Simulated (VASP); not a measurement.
Wanted: the native input for a VASP 6.6.1 run.

```
Task                   : single point
Functional             : RPBE
Potentials or basis    : VASP PAW PBE potentials, release 64 (Hf_pv)
Cutoff                 : 520 eV
k mesh                 : 18 × 18 × 10
Occupations            : fermi-dirac, width 0.1 eV
Spin                   : no spin polarisation
Dipole correction      : no
Further INCAR settings : ALGO = Normal; EDIFF = 1e-07; NBANDS = 17
```

The structure of Hf lies in POSCAR:

```
Hf
1.0
    3.1895566845      0.0000000000      0.0000000000
   -1.5947783423      2.7622371156      0.0000000000
    0.0000000000      0.0000000000      5.0486443578
Hf
2
Direct
    0.3333333333      0.6666666667      0.2500000000
    0.6666666667      0.3333333333      0.7500000000
```

This cell differs from its parent crystal: volume scaled by 0.96.

These files were run (other wordings do the same):

INCAR

```
SYSTEM = Hf
PREC = Accurate
ENCUT = 520
EDIFF = 1E-7
ISMEAR = -1
SIGMA = 0.1
LREAL = .FALSE.
LASPH = .TRUE.
NELM = 100
ALGO = Normal
ISIF = 2
LWAVE = .FALSE.
LCHARG = .TRUE.
GGA = RP
LELF = .TRUE.
LVHAR = .TRUE.
NBANDS = 17
```

KPOINTS

```
regular mesh
0
G
  18 18 10
  0 0 0
```

Potentials or basis: VASP PAW PBE potentials, release 64 (Hf_pv).

Launch:

```bash
$ cat potpaw_PBE.64/Hf_pv/POTCAR > POTCAR
$ mpirun -np 1 vasp_std > vasp.out
```

It gave:

```json
{
 "Pressure": "3.9 GPa",
 "Band gap on the k mesh": "zero (band 10 reaches 6.27 eV, above the bottom of band 11 at 4.62 eV)"
}
```

Caveat: the PAW data sets were made with another functional, which shifts forces and pressure a little; spin-orbit coupling is left out, which moves the levels of the heavy elements.

It took 83 s on 1 thread of Intel Xeon 6975P-C, on a shared host, peak memory 0.26 GiB.
